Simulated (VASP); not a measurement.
# GaS (P6_3/mmc) in VASP: relaxation of cell and atoms with PBE

Aim: the relaxation of cell and atoms of GaS with PBE.

Everything below comes from runs of VASP 6.6.1. Logs are shortened: lines on timing, memory, paths and dates and some standing lists are left out, and cuts for length are marked.

## (1) The cell of the first run

Symmetry: P6_3/mmc, No. 194, hexagonal system. The conventional cell has a = 3.630 Å, b = 3.630 Å, c = 17.779 Å, α = 90.00°, β = 90.00°, γ = 120.00°. Ga (site symmetry 3m) has 3 S at 2.36 Å and 1 Ga at 2.47 Å within 3.1 Å. S (site symmetry 3m) has 3 Ga at 2.36 Å within 3.1 Å.

## (2) Relaxation of cell and atoms, PBE

INCAR reads:

```
PREC = Accurate ; ENCUT = 500
EDIFF = 1E-7 ; ISMEAR = 0
SIGMA = 0.02 ; LREAL = F
LASPH = T ; NELM = 120
ALGO = Normal ; ISIF = 3
LWAVE = F ; LCHARG = F
GGA = PE ; IBRION = 2
NSW = 100 ; EDIFFG = -0.01
GGA_COMPAT = F ; NELMIN = 4
```

KPOINTS reads:

```
Automatic mesh
0
Gamma
  9 9 2
```

POSCAR reads:

```
GaS
1.0
    3.6298004153      0.0000000029      0.0000000000
   -1.8149002102      3.1434993688      0.0000000000
    0.0000000000      0.0000000000     17.7794554425
Ga S
4 4
Direct
    0.3333333333      0.6666666667      0.3195068050
    0.6666666667      0.3333333333      0.8195068050
    0.6666666667      0.3333333333      0.6804931950
    0.3333333333      0.6666666667      0.1804931950
    0.3333333333      0.6666666667      0.8804145146
    0.6666666667      0.3333333333      0.3804145146
    0.6666666667      0.3333333333      0.1195854854
    0.3333333333      0.6666666667      0.6195854854
```

Potentials or basis: VASP PAW PBE potentials, release 64 (Ga_d, S).

The run is started by

```sh
cat potpaw_PBE.64/Ga_d/POTCAR potpaw_PBE.64/S/POTCAR > POTCAR
mpirun -np 1 vasp_std > vasp.out
```

OUTCAR:

```text
PREC = Accurate
   ENCUT = 500
   EDIFF = 1E-7
   ISMEAR = 0
   LREAL = F
   LASPH = T
   NELM = 120
   ISIF = 3
   GGA = PE
   IBRION = 2
   NSW = 100
   EDIFFG = -0.01
   NELMIN = 4

 ion  position               nearest neighbor table
   1  0.333  0.667  0.320-   6 2.36   6 2.36   6 2.36   4 2.47
   2  0.667  0.333  0.820-   5 2.36   5 2.36   5 2.36   3 2.47
   3  0.667  0.333  0.680-   8 2.36   8 2.36   8 2.36   2 2.47
   4  0.333  0.667  0.180-   7 2.36   7 2.36   7 2.36   1 2.47
   5  0.333  0.667  0.880-   2 2.36   2 2.36   2 2.36
   6  0.667  0.333  0.380-   1 2.36   1 2.36   1 2.36
   7  0.667  0.333  0.120-   4 2.36   4 2.36   4 2.36
   8  0.333  0.667  0.620-   3 2.36   3 2.36   3 2.36

  LATTYP: Found a hexagonal cell.
 ALAT       =     3.6298004153
 C/A-ratio  =     4.8981909219

  Lattice vectors:

 A1 = (   3.6298004153,   0.0000000029,   0.0000000000)
 A2 = (  -1.8149002102,   3.1434993688,   0.0000000000)
 A3 = (   0.0000000000,   0.0000000000,  17.7794554425)

Analysis of symmetry for initial positions (statically):
=====================================================================
 Subroutine PRICEL returns:
 Original cell was already a primitive cell.

 Routine SETGRP: Setting up the symmetry group for a
 hexagonal supercell.

 Subroutine GETGRP returns: Found 24 space group operations
 (whereof 12 operations were pure point group operations)
 out of a pool of 24 trial point group operations.

The static configuration has the point symmetry D_3d.
 The point group associated with its full space group is D_6h.

Analysis of symmetry for dynamics (positions and initial velocities):
=====================================================================
 Subroutine PRICEL returns:
 Original cell was already a primitive cell.

 Routine SETGRP: Setting up the symmetry group for a
 hexagonal supercell.

 Subroutine GETGRP returns: Found 24 space group operations
 (whereof 12 operations were pure point group operations)
 out of a pool of 24 trial point group operations.

The dynamic configuration has the point symmetry D_3d.
 The point group associated with its full space group is D_6h.

[... 110 lines left out ...]
   LREAL  =      F    real-space projection
   EDIFFG = -.1E-01   stopping-criterion for IOM
   NSW    =    100    number of steps for IOM
   IBRION =      2    ionic relax: 0-MD 1-quasi-New 2-CG
   NFREE  =      1    steps in history (QN), initial steepest desc. (CG)
   ISIF   =      3    stress and relaxation
   ISYM   =      2    0-nonsym 1-usesym 2-fastsym
   POTIM  = 0.5000    time-step for ionic-motion
   TEBEG  =    0.0;   TEEND  =   0.0 temperature during run
   PSTRESS=    0.0 pullay stress
   NELECT =      76.0000    total number of electrons
   NUPDOWN=      -1.0000    fix difference up-down
   EMIN   =  10.00;   EMAX   =-10.00  energy-range for DOS
   EFERMI =   0.00;   METHOD = LEGACY
   ISMEAR =     0;   SIGMA  =   0.02  broadening in eV -4-tet -1-fermi 0-gaus
   EFERMI_NEDOS =   21; number of points for ismear=-14 and -15
   IALGO  =     38    algorithm
   IMIX   =      4    mixing-type and parameters
     AMIX     =   0.40;   BMIX     =  1.00
     AMIX_MAG =   1.60;   BMIX_MAG =  1.00
  volume/ion in A,a.u.               =      25.36       171.13
  Fermi-wavevector in a.u.,A,eV,Ry     =   1.180161  2.230180 18.949914  1.392779
  Thomas-Fermi vector in A             =   2.316458
   LORBIT       =      0    0 simple, 1 ext, 2 COOP (PROOUT), +10 PAW based schemes
   GGA     = PE    functional components
   LHFCALC =     F    Hartree Fock is set to
   AEXX    =    0.0000 exact exchange contribution
   IVDW    =     0    specifies the selected vdW correction
   LEPSILON=     F    determine dielectric tensor
   LRPA    =     F    only Hartree local field effects (RPA)
 conjugate gradient relaxation of ions
 non-spin polarized calculation
 Gauss-broadening in eV      SIGMA  =   0.02
  energy-cutoff  :      500.00
  volume of cell :      202.87
 maximum number of plane-waves:      5206
 NGX is ok and might be reduce to    28
   NGX = 13   NGY = 13   NGZ = 65

 number of electron      75.9999971 magnetization

 Free energy of the ion-electron system (eV)
  ---------------------------------------------------
  ext. energy  EPLUGINS =         0.00000000
  ---------------------------------------------------
  free energy    TOTEN  =       -33.34112262 eV

  energy without entropy =      -33.34112262  energy(sigma->0) =      -33.34112262

 E-fermi :   2.1477     XC(G=0):  -8.5177

 val. band max:        2.0599377431   @ k =   0.1111  -0.0000   0.0000
 cond. band min:       4.0923848052   @ k =   0.0000   0.0000   0.0000
 fundamental gap:      2.0324470620
 Fermi energy:         2.1477264033

 k-point     1 :       0.0000    0.0000    0.0000
  band No.  band energies     occupation
      1     -12.4002      2.00000
      2     -12.4000      2.00000
      3     -12.2835      2.00000
      4     -12.2835      2.00000
      5     -12.2835      2.00000
      6     -12.2835      2.00000
[... 1141 lines left out ...]
     44       6.8547      0.00000
     45       7.6666      0.00000

------------------------ aborting loop because EDIFF is reached ----------------------------------------

  FORCE on cell =-STRESS in cart. coord.  units (eV):
  Direction    XX          YY          ZZ          XY          YZ          ZX
  --------------------------------------------------------------------------------------
  -------------------------------------------------------------------------------------
  Total       -0.0648708     -0.0648708      0.0050734      0.0000000      0.0000000     -0.0000000
  in kB       -0.5123244     -0.5123244      0.0400680      0.0000000      0.0000000     -0.0000000
  external PRESSURE =      -0.3281936 kB  Pullay stress =       0.0000000 kB

 VOLUME and BASIS-vectors are now :
 -----------------------------------------------------------------------------
  energy-cutoff  :      500.00
  volume of cell :      202.87
      direct lattice vectors                 reciprocal lattice vectors
     3.629800415  0.000000003  0.000000000     0.275497241  0.159058407  0.000000000
    -1.814900210  3.143499369  0.000000000    -0.000000000  0.318116813  0.000000000
     0.000000000  0.000000000 17.779455443     0.000000000  0.000000000  0.056244692

 POSITION                                       TOTAL-FORCE (eV/Angst)
 -----------------------------------------------------------------------------------
     -0.00000      2.09567      5.68066         0.000000      0.000000     -0.006953
      1.81490      1.04783     14.57038         0.000000     -0.000000     -0.006953
      1.81490      1.04783     12.09880        -0.000000     -0.000000      0.006953
     -0.00000      2.09567      3.20907        -0.000000      0.000000      0.006953
     -0.00000      2.09567     15.65329         0.000000      0.000000      0.009682
      1.81490      1.04783      6.76356         0.000000     -0.000000      0.009682
      1.81490      1.04783      2.12616        -0.000000     -0.000000     -0.009682
     -0.00000      2.09567     11.01589        -0.000000      0.000000     -0.009682
 -----------------------------------------------------------------------------------
    total drift:                               -0.000000      0.000000      0.000000

  FREE ENERGIE OF THE ION-ELECTRON SYSTEM (eV)
  ---------------------------------------------------
  free  energy   TOTEN  =       -33.3411226221 eV

  energy  without entropy=      -33.3411226221  energy(sigma->0) =      -33.34112262

 reached required accuracy - stopping structural energy minimisation
```

It took 3.2 min on 1 thread of Intel Xeon Platinum 8488C (Sapphire Rapids), shared host; peak memory 0.41 GiB.

Results:

* Free energy: -33.3411 eV
* Pressure after relaxing: 0.0 GPa
* Largest force after relaxing: 0.010 eV/Å
* Band gap on the k mesh: 2.03 eV, indirect (least direct gap 2.07 eV)

Forces in eV/Å, atoms in the order of the input:
```
Ga   0.000  0.000 -0.007
Ga   0.000  0.000 -0.007
Ga   0.000  0.000  0.007
Ga   0.000  0.000  0.007
S    0.000  0.000  0.010
S    0.000  0.000  0.010
S    0.000  0.000 -0.010
S    0.000  0.000 -0.010
```

Final structure:
```cif
data_structure
_symmetry_space_group_name_H-M 'P 1'
_symmetry_Int_Tables_number 1
_cell_length_a 3.6298
_cell_length_b 3.6298
_cell_length_c 17.7795
_cell_angle_alpha 90.000
_cell_angle_beta 90.000
_cell_angle_gamma 120.000
_cell_volume 202.87
loop_
_atom_site_label
_atom_site_type_symbol
_atom_site_fract_x
_atom_site_fract_y
_atom_site_fract_z
_atom_site_occupancy
Ga1 Ga 0.33333 0.66667 0.31951 1
Ga2 Ga 0.66667 0.33333 0.81951 1
Ga3 Ga 0.66667 0.33333 0.68049 1
Ga4 Ga 0.33333 0.66667 0.18049 1
S1 S 0.33333 0.66667 0.88041 1
S2 S 0.66667 0.33333 0.38041 1
S3 S 0.66667 0.33333 0.11959 1
S4 S 0.33333 0.66667 0.61959 1
```

Caveat: the relaxation stopped at its first step, so nothing moved; this functional lacks dispersion, which binds the layers, so the pressure and a relaxed spacing across them are unreliable. A k mesh can miss the band edges.
